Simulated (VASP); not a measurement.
# Li in VASP: notebook

The runs below take Li through electric field gradients, with PBE.

Program: VASP 6.6.1. These are calculated values, not measurements. Logs are shortened: lines on timing, memory, paths and dates and some standing lists are left out, and cuts for length are marked.

### 1 The cell of the first run

Symmetry: I4/mmm, No. 139, tetragonal system. Conventional cell: a = 3.554 Å, b = 3.554 Å, c = 3.395 Å, α = 90.00°, β = 90.00°, γ = 90.00°. Within 4.0 Å of Li (site symmetry 4/mmm) lie 14 Li at 3.03 to 3.55 Å.

### 2 Electric field gradients, PBE (z stretched by -3 % at fixed volume)

The input, INCAR:

```
  PREC = Accurate
  ENCUT = 520
  EDIFF = 1E-8
  ISMEAR = -1
  SIGMA = 0.05
  LREAL = False
  LASPH = True
  NELM = 80
  ALGO = Normal
  ISIF = 2
  LWAVE = False
  LCHARG = False
  GGA = PE
  LEFG = True
  NBANDS = 8
```

The input, KPOINTS:

```
regular mesh
0
Gamma
  13 13 13
```

The input, POSCAR:

```
Li
1.0
   -1.7768557889      1.7768557889      1.6975000000
    1.7768557889     -1.7768557889      1.6975000000
    1.7768557889      1.7768557889     -1.6975000000
Li
1
Direct
    0.0000000000      0.0000000000      0.0000000000
```

Potentials or basis: VASP PAW PBE potentials, release 64 (Li_sv).

Started as:

```console
cat potpaw_PBE.64/Li_sv/POTCAR > POTCAR
mpirun -np 1 vasp_std > vasp.out
```

OUTCAR:

```text
PREC = Accurate
   ENCUT = 520
   EDIFF = 1E-8
   ISMEAR = -1
   LREAL = False
   LASPH = True
   NELM = 80
   ISIF = 2
   GGA = PE

 ion  position               nearest neighbor table
   1  0.000  0.000  0.000-

  LATTYP: Found a body centered tetragonal cell.
 ALAT       =     3.5537115778
 C/A-ratio  =     0.9553392068

  Lattice vectors:

 A1 = (  -1.7768557889,   1.7768557889,   1.6975000000)
 A2 = (   1.7768557889,  -1.7768557889,   1.6975000000)
 A3 = (   1.7768557889,   1.7768557889,  -1.6975000000)

Analysis of symmetry for initial positions (statically):
=====================================================================
 Subroutine PRICEL returns:
 Original cell was already a primitive cell.

 Routine SETGRP: Setting up the symmetry group for a
 body centered tetragonal supercell.

 Subroutine GETGRP returns: Found 16 space group operations
 (whereof 16 operations were pure point group operations)
 out of a pool of 16 trial point group operations.

The static configuration has the point symmetry D_4h.

Analysis of symmetry for dynamics (positions and initial velocities):
=====================================================================
 Subroutine PRICEL returns:
 Original cell was already a primitive cell.

 Routine SETGRP: Setting up the symmetry group for a
 body centered tetragonal supercell.

 Subroutine GETGRP returns: Found 16 space group operations
 (whereof 16 operations were pure point group operations)
 out of a pool of 16 trial point group operations.

The dynamic configuration has the point symmetry D_4h.

 Subroutine INISYM returns: Found 16 space group operations
 (whereof 16 operations are pure point group operations),
 and found     1 'primitive' translations

----------------------------------------------------------------------------------------

                                     Primitive cell

  volume of cell :      21.4375

  direct lattice vectors                    reciprocal lattice vectors
    -1.776855789  1.776855789  1.697500000     0.000000000  0.281395937  0.294550810
     1.776855789 -1.776855789  1.697500000     0.281395937  0.000000000  0.294550810
     1.776855789  1.776855789 -1.697500000     0.281395937  0.281395937  0.000000000

  length of vectors
     3.032480707  3.032480707  3.032480707     0.407362066  0.407362066  0.397953951

  position of ions in fractional coordinates (direct lattice)
     0.000000000  0.000000000  0.000000000

  ion indices of the primitive-cell ions
   primitive index   ion index
                 1           1

----------------------------------------------------------------------------------------

 KPOINTS: regular mesh

Automatic generation of k-mesh.
 Grid dimensions read from file:
 generate k-points for:   13   13   13

 Generating k-lattice:

  Cartesian coordinates                     Fractional coordinates (reciprocal lattice)
     0.000000000  0.021645841  0.022657755     0.076923077  0.000000000 -0.000000000
     0.021645841  0.000000000  0.022657755     0.000000000  0.076923077 -0.000000000
     0.021645841  0.021645841  0.000000000     0.000000000  0.000000000  0.076923077

  Length of vectors
     0.031335544  0.031335544  0.030611842

  Shift w.r.t. Gamma in fractional coordinates (k-lattice)
     0.000000000  0.000000000  0.000000000

 Subroutine IBZKPT returns following result:
 ===========================================

 Found    196 irreducible k-points:

 Following reciprocal coordinates:
            Coordinates               Weight
  0.000000  0.000000  0.000000      1.000000
  0.076923  0.000000 -0.000000      8.000000
  0.153846  0.000000  0.000000      8.000000
  0.230769  0.000000 -0.000000      8.000000
  0.307692  0.000000  0.000000      8.000000
  0.384615  0.000000 -0.000000      8.000000
[... 16 lines left out ...]
  0.384615  0.153846 -0.000000     16.000000
  0.461538  0.153846  0.000000     16.000000
 [... further k-points ...]
   k-points           NKPTS =    196   k-points in BZ     NKDIM =    196   number of bands    NBANDS=      8
   number of dos      NEDOS =    301   number of ions     NIONS =      1
   total plane-waves  NPLWV =  13824
   dimension x,y,z NGX =    24 NGY =   24 NGZ =   24
   dimension x,y,z NGXF=    48 NGYF=   48 NGZF=   48
   ions per type =               1
   NGX,Y,Z   is equivalent  to a cutoff of  13.16, 13.16, 13.16 a.u.
   NGXF,Y,Z  is equivalent  to a cutoff of  26.31, 26.31, 26.31 a.u.
 SYSTEM =  unknown system
   PREC   = accura    normal or accurate (medium, high low for compatibility)
   ISTART =      0    job   : 0-new  1-cont  2-samecut
   ICHARG =      2    charge: 1-file 2-atom 10-const
   ISPIN  =      1    spin polarized calculation?
   LNONCOLLINEAR =      F non collinear calculations
   LSORBIT =      F    spin-orbit coupling
   LASPH  =      T    aspherical Exc in radial PAW
   ENCUT  =  520.0 eV  38.22 Ry    6.18 a.u.   5.64  5.64  5.64*2*pi/ulx,y,z
   NELM   =     80;   NELMIN=  2; NELMDL= -5     # of ELM steps
   EDIFF  = 0.1E-07   stopping-criterion for ELM
   LREAL  =      F    real-space projection
   EDIFFG = 0.1E-06   stopping-criterion for IOM
   NSW    =      0    number of steps for IOM
   IBRION =     -1    ionic relax: 0-MD 1-quasi-New 2-CG
   NFREE  =      0    steps in history (QN), initial steepest desc. (CG)
   ISIF   =      2    stress and relaxation
   ISYM   =      2    0-nonsym 1-usesym 2-fastsym
   POTIM  = 0.5000    time-step for ionic-motion
   TEBEG  =    0.0;   TEEND  =   0.0 temperature during run
   PSTRESS=    0.0 pullay stress
   NELECT =       3.0000    total number of electrons
   NUPDOWN=      -1.0000    fix difference up-down
   EMIN   =  10.00;   EMAX   =-10.00  energy-range for DOS
   EFERMI =   0.00;   METHOD = LEGACY
   ISMEAR =    -1;   SIGMA  =   0.05  broadening in eV -4-tet -1-fermi 0-gaus
   EFERMI_NEDOS =   21; number of points for ismear=-14 and -15
   IALGO  =     38    algorithm
   IMIX   =      4    mixing-type and parameters
     AMIX     =   0.40;   BMIX     =  1.00
     AMIX_MAG =   1.60;   BMIX_MAG =  1.00
  volume/ion in A,a.u.               =      21.44       144.67
  Fermi-wavevector in a.u.,A,eV,Ry     =   0.849944  1.606162  9.828924  0.722406
  Thomas-Fermi vector in A             =   1.965845
   LORBIT       =      0    0 simple, 1 ext, 2 COOP (PROOUT), +10 PAW based schemes
   GGA     = PE    functional components
   LHFCALC =     F    Hartree Fock is set to
   AEXX    =    0.0000 exact exchange contribution
   IVDW    =     0    specifies the selected vdW correction
   LEPSILON=     F    determine dielectric tensor
   LRPA    =     F    only Hartree local field effects (RPA)
 non-spin polarized calculation
  energy-cutoff  :      520.00
  volume of cell :       21.44
 maximum number of plane-waves:       591
   NGX = 11   NGY = 11   NGZ = 11

 number of electron       2.9999995 magnetization

 Free energy of the ion-electron system (eV)
  ---------------------------------------------------
  ext. energy  EPLUGINS =         0.00000000
  ---------------------------------------------------
  free energy    TOTEN  =        -1.90445933 eV

  energy without entropy =       -1.90056885  energy(sigma->0) =       -1.90251409

 E-fermi :   0.5251     XC(G=0):  -6.9094

 val. band max:        0.5114142631   @ k =  -0.2308  -0.3077   0.0769
 cond. band min:       0.5618519738   @ k =  -0.4615   0.4615   0.0769
 fundamental gap:      0.0504377107
 Fermi energy:         0.5251161468

 k-point     1 :       0.0000    0.0000    0.0000
  band No.  band energies     occupation
      1     -46.1543      2.00000
      2      -3.0137      2.00000
      3      14.3824      0.00000
      4      14.3824      0.00000
      5      14.6847      0.00000
      6      18.4626      0.00000
      7      19.5460      0.00000
      8      19.5460      0.00000

 k-point     2 :       0.0769    0.0000   -0.0000
  band No.  band energies     occupation
      1     -46.1534      2.00000
      2      -2.9022      2.00000
      3      13.8431      0.00000
      4      13.8922      0.00000
      5      14.3071      0.00000
      6      17.7518      0.00000
      7      17.7560      0.00000
      8      19.3346      0.00000
[... 221 lines left out ...]
 k-point    23 :       0.3846    0.1538   -0.0000
  band No.  band energies     occupation
      1     -46.1380      2.00000
      2       1.0531      0.00005
      3       3.9176      0.00000
      4       8.2632      0.00000
      5      10.6977      0.00000
      6      16.1138      0.00000
      7      17.7238      0.00000
      8      21.3187      0.00000

 k-point    24 :       0.4615    0.1538    0.0000
  band No.  band energies     occupation
      1     -46.1381      2.00000
      2       0.9899      0.00018
      3       3.9937      0.00000
      4       8.2164      0.00000
      5      10.7666      0.00000
      6      16.0809      0.00000
      7      17.9878      0.00000
      8      21.9426      0.00000

 [... further k-points ...]
[... 5 lines left out ...]
  --------------------------------------------------------------------------------------
  -------------------------------------------------------------------------------------
  Total       -0.1139015     -0.1139015     -0.0894217      0.0000000      0.0000000      0.0000000
  in kB       -8.5126703     -8.5126703     -6.6831254      0.0000000      0.0000000      0.0000000
  external PRESSURE =      -7.9028220 kB  Pullay stress =       0.0000000 kB

 VOLUME and BASIS-vectors are now :
 -----------------------------------------------------------------------------
  energy-cutoff  :      520.00
  volume of cell :       21.44
      direct lattice vectors                 reciprocal lattice vectors
    -1.776855789  1.776855789  1.697500000     0.000000000  0.281395937  0.294550810
     1.776855789 -1.776855789  1.697500000     0.281395937  0.000000000  0.294550810
     1.776855789  1.776855789 -1.697500000     0.281395937  0.281395937  0.000000000

 POSITION                                       TOTAL-FORCE (eV/Angst)
 -----------------------------------------------------------------------------------
      0.00000      0.00000      0.00000         0.000000      0.000000     -0.000000
 -----------------------------------------------------------------------------------
    total drift:                                0.000000      0.000000     -0.000000

  FREE ENERGIE OF THE ION-ELECTRON SYSTEM (eV)
  ---------------------------------------------------
  free  energy   TOTEN  =        -1.9044593253 eV

  energy  without entropy=       -1.9005688494  energy(sigma->0) =       -1.90251409

 Electric field gradients (V/A^2)
---------------------------------------------------------------------
 ion       V_xx      V_yy      V_zz      V_xy      V_xz      V_yz
---------------------------------------------------------------------
   1      -0.007    -0.007     0.014     0.004     0.004     0.004
---------------------------------------------------------------------

 Electric field gradients after diagonalization (V/A^2)
 (convention: |V_zz| > |V_xx| > |V_yy|)
----------------------------------------------------------------------
 ion       V_xx      V_yy      V_zz     asymmetry (V_yy - V_xx)/ V_zz
----------------------------------------------------------------------
   1      -0.010    -0.005     0.015       0.355
----------------------------------------------------------------------

           NMR quadrupolar parameters

 Cq : quadrupolar parameter    Cq=e*Q*V_zz/h
 eta: asymmetry parameters     (V_yy - V_xx)/ V_zz
 Q  : nuclear electric quadrupole moment in mb (millibarn)
----------------------------------------------------------------------
 ion       Cq(MHz)       eta       Q (mb)
----------------------------------------------------------------------
   1       0.000       0.355       1.000
----------------------------------------------------------------------
```

Run time: 11 s. Hardware: 1 thread of Intel Xeon Platinum 8488C (Sapphire Rapids), shared host; peak memory 0.14 GiB.

What came out:

* Free energy: -1.9045 eV
* Band gap on the k mesh: zero (an odd number of electrons rules out a gap without spin polarisation)
* Largest electric field gradient by atom: zero within the noise of the run

Caveat: the cutoff is under 1.25 times the usual one of these potentials, so pressure, stress and relaxed cells hold a basis-set (Pulay) error.

### 3 Electric field gradients, PBE (equal xy, yz and zx shear strains of +4 %)

The input, INCAR:

```
ALGO = Normal
EDIFF = 1E-8
ENCUT = 520
GGA = PE
ISIF = 2
ISMEAR = -1
LASPH = T
LCHARG = F
LEFG = T
LREAL = F
LWAVE = F
NBANDS = 8
NELM = 100
PREC = Accurate
SIGMA = 0.05
```

The input, KPOINTS:

```
k-points
0
Gamma
  13 13 13
```

The input, POSCAR:

```
Li
1.0
   -1.6800000000      1.7500000000      1.7500000000
    1.7500000000     -1.6800000000      1.7500000000
    1.7500000000      1.7500000000     -1.6800000000
Li
1
Direct
    0.0000000000      0.0000000000      0.0000000000
```

Potentials or basis: VASP PAW PBE potentials, release 64 (Li_sv).

Started as:

```console
cat potpaw_PBE.64/Li_sv/POTCAR > POTCAR
mpirun -np 1 vasp_std > vasp.out
```

OUTCAR:

```text
EDIFF = 1E-8
   ENCUT = 520
   GGA = PE
   ISIF = 2
   ISMEAR = -1
   LASPH = T
   LREAL = F
   NELM = 100
   PREC = Accurate

 ion  position               nearest neighbor table
   1  0.000  0.000  0.000-

  LATTYP: Found a trigonal (rhomboedric) cell.
 ALAT       =     2.9912204867
 COS(alpha) =    -0.3148959474

  Lattice vectors:

 A1 = (  -1.6800000000,   1.7500000000,   1.7500000000)
[... 469 lines left out ...]
 -----------------------------------------------------------------------------------
    total drift:                                0.000000      0.000000     -0.000000

  FREE ENERGIE OF THE ION-ELECTRON SYSTEM (eV)
  ---------------------------------------------------
  free  energy   TOTEN  =        -1.9021810728 eV

  energy  without entropy=       -1.8986596172  energy(sigma->0) =       -1.90042034

 Electric field gradients (V/A^2)
---------------------------------------------------------------------
 ion       V_xx      V_yy      V_zz      V_xy      V_xz      V_yz
---------------------------------------------------------------------
   1      -0.000     0.000    -0.000    -0.115    -0.115    -0.115
---------------------------------------------------------------------

 Electric field gradients after diagonalization (V/A^2)
 (convention: |V_zz| > |V_xx| > |V_yy|)
----------------------------------------------------------------------
 ion       V_xx      V_yy      V_zz     asymmetry (V_yy - V_xx)/ V_zz
----------------------------------------------------------------------
   1       0.115     0.115    -0.231       0.000
----------------------------------------------------------------------

           NMR quadrupolar parameters

 Cq : quadrupolar parameter    Cq=e*Q*V_zz/h
 eta: asymmetry parameters     (V_yy - V_xx)/ V_zz
 Q  : nuclear electric quadrupole moment in mb (millibarn)
----------------------------------------------------------------------
 ion       Cq(MHz)       eta       Q (mb)
----------------------------------------------------------------------
   1      -0.001       0.000       1.000
----------------------------------------------------------------------
```

OSZICAR:

```text
N       E                     dE             d eps       ncg     rms          rms(c)
DAV:   1    -0.771104257273E-01   -0.77110E-01   -0.70454E+02  3712   0.257E+02
DAV:   2    -0.187662206509E+01   -0.17995E+01   -0.17547E+01  5344   0.348E+01
DAV:   3    -0.190347340035E+01   -0.26851E-01   -0.26779E-01  4296   0.331E+00
DAV:   4    -0.190394545178E+01   -0.47205E-03   -0.47199E-03  5424   0.353E-01
DAV:   5    -0.190395060007E+01   -0.51483E-05   -0.51482E-05  4488   0.203E-02    0.249E-01
DAV:   6    -0.190277326963E+01    0.11773E-02   -0.28420E-04  5904   0.703E-02    0.141E-01
DAV:   7    -0.190218358055E+01    0.58969E-03   -0.66344E-04  5872   0.102E-01    0.273E-02
DAV:   8    -0.190218094857E+01    0.26320E-05   -0.73095E-06  4216   0.192E-02    0.141E-03
DAV:   9    -0.190218117739E+01   -0.22882E-06   -0.35021E-07  6152   0.513E-03    0.380E-04
DAV:  10    -0.190218107914E+01    0.98253E-07   -0.27060E-08  4160   0.109E-03    0.161E-04
DAV:  11    -0.190218105339E+01    0.25752E-07   -0.14651E-09  2280   0.365E-04    0.349E-05
DAV:  12    -0.190218107128E+01   -0.17895E-07   -0.30197E-10  2088   0.155E-04    0.308E-06
DAV:  13    -0.190218107281E+01   -0.15206E-08   -0.12262E-10  2016   0.849E-05
   1 F= -.19021811E+01 E0= -.19004203E+01  d E =-.352146E-02
```

stdout:

```text
POSCAR found type information on POSCAR Li
 POSCAR found :  1 types and       1 ions
 scaLAPACK will be used
 LDA part: xc-table for (Slater+PW92), standard interpolation
 POSCAR, INCAR and KPOINTS ok, starting setup
 FFT: planning ... GRIDC
 FFT: planning ... GRID_SOFT
 FFT: planning ... GRID
 WAVECAR not read
 entering main loop
ion   1
```

It took 13 s on 1 thread of Intel Xeon Platinum 8488C (Sapphire Rapids), shared host; peak memory 0.15 GiB.

Results:

- Free energy: -1.9022 eV
- Band gap on the k mesh: zero (an odd number of electrons rules out a gap without spin polarisation)
- Largest electric field gradient by atom: Li -0.23 V/Å²

Caveat: the cell differs from its parent crystal (equal xy, yz and zx shear strains of +4 %); the cutoff is under 1.25 times the usual one of these potentials, so pressure, stress and relaxed cells hold a basis-set (Pulay) error; without QUAD_EFG the Cq values of the log hold for a quadrupole moment of 1 mb, not for the nuclei.
